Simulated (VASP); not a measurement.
The system is Al6SiSe3.

```xyz
10
Lattice="6.1079 0.0000 0.0000 0.0000 6.1079 0.0000 0.0000 0.0000 6.1079" Properties=species:S:1:pos:R:3 pbc="T T T"
Al    1.3104    3.0539    3.0539
Al    4.7975    3.0539    3.0539
Al    3.0539    1.3104    3.0539
Al    3.0539    4.7975    3.0539
Al    3.0539    3.0539    1.3104
Al    3.0539    3.0539    4.7975
Si    0.0000    0.0000    0.0000
Se    3.0539    0.0000    0.0000
Se    0.0000    3.0539    0.0000
Se    0.0000    0.0000    3.0539
```

The cell was built from a structure type or drawn by symmetry, and may not be a known phase.

```yaml
Program: VASP 6.6.1
Task: relaxation of cell and atoms
Functional: PBE
Potentials_or_basis: VASP PAW PBE potentials, release 64 (Al, Si, Se)
Cutoff: 600 eV
k_mesh: 4 × 4 × 4
Occupations: gaussian, width 0.1 eV
Spin: no spin polarisation
```

At the start: pressure 1.5 GPa; volume 22.79 Å³/atom.

Question: Where does the relaxation end?

Answer: Over 8 steps the energy falls by 160.3 meV/atom and the volume is 22.58 Å³/atom (-0.9 %); space group Pm-3m (No. 221, to 0.1 Å) before and after.

The path:
| step | energy change (eV) | largest force (eV/Å) | pressure (GPa) | volume (Å³) |
| --- | --- | --- | --- | --- |
| 1 | 0.0000 | 4.0564 | 1.46 | 227.86 |
| 2 | -1.1541 | 2.2137 | -0.92 | 234.76 |
| 3 | -1.5738 | 0.1124 | -1.36 | 232.38 |
| 4 | -1.5741 | 0.0326 | -1.36 | 232.47 |
| 5 | -1.6004 | 0.1660 | -0.08 | 226.42 |
| 6 | -1.6004 | 0.1611 | -0.12 | 226.56 |
| 7 | -1.6027 | 0.0627 | 0.04 | 225.57 |
| 8 | -1.6031 | 0.0006 | 0.00 | 225.84 |

Final structure:
```
CELL_PARAMETERS angstrom
6.08978 0.00000 0.00000
0.00000 6.08978 0.00000
0.00000 0.00000 6.08978
ATOMIC_POSITIONS crystal
Al 0.19305 0.50000 0.50000
Al 0.80695 0.50000 0.50000
Al 0.50000 0.19305 0.50000
Al 0.50000 0.80695 0.50000
Al 0.50000 0.50000 0.19305
Al 0.50000 0.50000 0.80695
Si 0.00000 0.00000 0.00000
Se 0.50000 0.00000 0.00000
Se 0.00000 0.50000 0.00000
Se 0.00000 0.00000 0.50000
```
